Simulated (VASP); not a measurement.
# WC (WC type) (P-6m2) in VASP: further runs, part 2 of 2

VASP 6.6.1. Earlier steps stand in the parts before.

## Step 6: Single point, PBE (volume scaled by 0.94)

INCAR

```
SYSTEM = WC
PREC = Accurate
ENCUT = 520
EDIFF = 1E-6
ISMEAR = -1
SIGMA = 0.1
LREAL = .FALSE.
LASPH = .TRUE.
NELM = 60
ALGO = Normal
ISIF = 2
LWAVE = .FALSE.
LCHARG = .FALSE.
GGA = PE
NBANDS = 16
```

KPOINTS

```
regular mesh
0
G
  17 17 15
  0 0 0
```

POSCAR

```
WC
1.0
    2.8576459948      0.0000000000      0.0000000000
   -1.4288229974      2.4747940265      0.0000000000
    0.0000000000      0.0000000000      2.7980647087
W C
1 1
Direct
    0.0000000000      0.0000000000      0.0000000000
    0.3333333333      0.6666666667      0.5000000000
```

Potentials or basis: VASP PAW PBE potentials, release 64 (W_sv, C).

Launch:

```bash
$ cat potpaw_PBE.64/W_sv/POTCAR potpaw_PBE.64/C/POTCAR > POTCAR
$ mpirun -np 1 vasp_std > vasp.out
```

OUTCAR:

```text
SYSTEM = WC
   PREC = Accurate
   ENCUT = 520
   EDIFF = 1E-6
   ISMEAR = -1
   LREAL = .FALSE.
   LASPH = .TRUE.
   NELM = 60
   ISIF = 2
   GGA = PE

 ion  position               nearest neighbor table
   1  0.000  0.000  0.000-   2 2.16   2 2.16   2 2.16   2 2.16   2 2.16   2 2.16
   2  0.333  0.667  0.500-   1 2.16   1 2.16   1 2.16   1 2.16   1 2.16   1 2.16

  LATTYP: Found a hexagonal cell.
 ALAT       =     2.8576459948
 C/A-ratio  =     0.9791502215

  Lattice vectors:

 A1 = (   2.8576459948,   0.0000000000,   0.0000000000)
 A2 = (  -1.4288229974,   2.4747940265,   0.0000000000)
 A3 = (   0.0000000000,   0.0000000000,   2.7980647087)

Analysis of symmetry for initial positions (statically):
=====================================================================
 Subroutine PRICEL returns:
 Original cell was already a primitive cell.

 Routine SETGRP: Setting up the symmetry group for a
 hexagonal supercell.

 Subroutine GETGRP returns: Found 12 space group operations
 (whereof 12 operations were pure point group operations)
 out of a pool of 24 trial point group operations.

The static configuration has the point symmetry D_3h.

Analysis of symmetry for dynamics (positions and initial velocities):
=====================================================================
 Subroutine PRICEL returns:
 Original cell was already a primitive cell.

 Routine SETGRP: Setting up the symmetry group for a
 hexagonal supercell.

 Subroutine GETGRP returns: Found 12 space group operations
 (whereof 12 operations were pure point group operations)
 out of a pool of 24 trial point group operations.

The dynamic configuration has the point symmetry D_3h.

 Subroutine INISYM returns: Found 12 space group operations
 (whereof 12 operations are pure point group operations),
[... 105 lines left out ...]
   TEBEG  =    0.0;   TEEND  =   0.0 temperature during run
   PSTRESS=    0.0 pullay stress
   NELECT =      18.0000    total number of electrons
   NUPDOWN=      -1.0000    fix difference up-down
   EMIN   =  10.00;   EMAX   =-10.00  energy-range for DOS
   EFERMI =   0.00;   METHOD = LEGACY
   ISMEAR =    -1;   SIGMA  =   0.10  broadening in eV -4-tet -1-fermi 0-gaus
   EFERMI_NEDOS =   21; number of points for ismear=-14 and -15
   IALGO  =     38    algorithm
   IMIX   =      4    mixing-type and parameters
     AMIX     =   0.40;   BMIX     =  1.00
     AMIX_MAG =   1.60;   BMIX_MAG =  1.00
  volume/ion in A,a.u.               =       9.89        66.77
  Fermi-wavevector in a.u.,A,eV,Ry     =   1.586222  2.997525 34.233614  2.516100
  Thomas-Fermi vector in A             =   2.685566
   LORBIT       =      0    0 simple, 1 ext, 2 COOP (PROOUT), +10 PAW based schemes
   GGA     = PE    functional components
   LHFCALC =     F    Hartree Fock is set to
   AEXX    =    0.0000 exact exchange contribution
   IVDW    =     0    specifies the selected vdW correction
   LEPSILON=     F    determine dielectric tensor
   LRPA    =     F    only Hartree local field effects (RPA)
 non-spin polarized calculation
  energy-cutoff  :      520.00
  volume of cell :       19.79
 maximum number of plane-waves:       550
 NGX is ok and might be reduce to    24
   NGX = 11   NGY = 11   NGZ = 11

 number of electron      18.0000000 magnetization

 Free energy of the ion-electron system (eV)
  ---------------------------------------------------
  ext. energy  EPLUGINS =         0.00000000
  ---------------------------------------------------
  free energy    TOTEN  =       -22.34291914 eV

  energy without entropy =      -22.33380527  energy(sigma->0) =      -22.33836221

 E-fermi :  11.7796     XC(G=0): -14.0675

 val. band max:       11.7641642066   @ k =   0.0588   0.0588   0.3333
 cond. band min:      11.8208597343   @ k =   0.0000   0.0000   0.0667
 fundamental gap:      0.0566955277
 Fermi energy:        11.7795588135

 k-point     1 :       0.0000    0.0000    0.0000
  band No.  band energies     occupation
      1     -62.1294      2.00000
      2     -26.1161      2.00000
      3     -25.9844      2.00000
      4     -25.9844      2.00000
      5      -3.0457      2.00000
      6       7.1762      2.00000
[... 433 lines left out ...]
      3     -26.2000      2.00000
      4     -26.0244      2.00000
      5      -0.8546      2.00000
      6       5.5828      2.00000
[... 8 lines left out ...]
     15      26.7700      0.00000
     16      29.9775      0.00000

 [... further k-points ...]
[... 5 lines left out ...]
  --------------------------------------------------------------------------------------
  -------------------------------------------------------------------------------------
  Total        3.4939831      3.4939831      3.5339287      0.0000000      0.0000000      0.0000000
  in kB      282.8955675    282.8955675    286.1298249      0.0000000      0.0000000      0.0000000
  external PRESSURE =     283.9736533 kB  Pullay stress =       0.0000000 kB

 VOLUME and BASIS-vectors are now :
 -----------------------------------------------------------------------------
  energy-cutoff  :      520.00
  volume of cell :       19.79
      direct lattice vectors                 reciprocal lattice vectors
     2.857645995  0.000000000  0.000000000     0.349938376  0.202037016  0.000000000
    -1.428822997  2.474794027  0.000000000     0.000000000  0.404074032  0.000000000
     0.000000000  0.000000000  2.798064709     0.000000000  0.000000000  0.357389876

 POSITION                                       TOTAL-FORCE (eV/Angst)
 -----------------------------------------------------------------------------------
      0.00000      0.00000      0.00000         0.000000      0.000000      0.000000
     -0.00000      1.64986      1.39903        -0.000000      0.000000      0.000000
 -----------------------------------------------------------------------------------
    total drift:                                0.000000     -0.000000     -0.000000

  FREE ENERGIE OF THE ION-ELECTRON SYSTEM (eV)
  ---------------------------------------------------
  free  energy   TOTEN  =       -22.3429191378 eV

  energy  without entropy=      -22.3338052727  energy(sigma->0) =      -22.33836221
```

OSZICAR:

```text
N       E                     dE             d eps       ncg     rms          rms(c)
DAV:   1     0.110547179099E+03    0.11055E+03   -0.93108E+03  8472   0.126E+03
DAV:   2    -0.222134052758E+02   -0.13276E+03   -0.12822E+03  9992   0.341E+02
DAV:   3    -0.253799856325E+02   -0.31666E+01   -0.31556E+01  9432   0.500E+01
DAV:   4    -0.253958618945E+02   -0.15876E-01   -0.15875E-01 10984   0.395E+00
DAV:   5    -0.253959705391E+02   -0.10864E-03   -0.10865E-03  9440   0.311E-01    0.357E+01
DAV:   6    -0.224087870528E+02    0.29872E+01   -0.55145E+00 10240   0.257E+01    0.101E+01
DAV:   7    -0.223697036603E+02    0.39083E-01   -0.39114E-01  8816   0.480E+00    0.690E+00
DAV:   8    -0.223440929698E+02    0.25611E-01   -0.47261E-02  9552   0.184E+00    0.116E+00
DAV:   9    -0.223429522505E+02    0.11407E-02   -0.27330E-03  9480   0.377E-01    0.106E-01
DAV:  10    -0.223429223159E+02    0.29935E-04   -0.26059E-04 10112   0.183E-01    0.612E-02
DAV:  11    -0.223429199960E+02    0.23199E-05   -0.12421E-05  9880   0.326E-02    0.827E-03
DAV:  12    -0.223429191378E+02    0.85815E-06   -0.23465E-06  8216   0.139E-02
   1 F= -.22342919E+02 E0= -.22338362E+02  d E =-.911387E-02
```

stdout:

```text
POSCAR found type information on POSCAR W C
 POSCAR found :  2 types and       2 ions
 scaLAPACK will be used
 LDA part: xc-table for (Slater+PW92), standard interpolation
 POSCAR, INCAR and KPOINTS ok, starting setup
 FFT: planning ... GRIDC
 FFT: planning ... GRID_SOFT
 FFT: planning ... GRID
 WAVECAR not read
 entering main loop
```

Run time: 21 s. Hardware: 1 thread of Intel Xeon 6975P-C (Granite Rapids), shared host; peak memory 0.2 GiB.

Results:

* Free energy: -22.3429 eV
* Pressure: 28.4 GPa
* Band gap on the k mesh: zero (band 9 reaches 12.41 eV, above the bottom of band 10 at 11.14 eV)

Stress tensor (GPa, compression positive):
```
28.29  0.00  0.00
 0.00 28.29  0.00
 0.00  0.00 28.61
```

Caveat: spin-orbit coupling is left out, which moves the levels of the heavy elements.
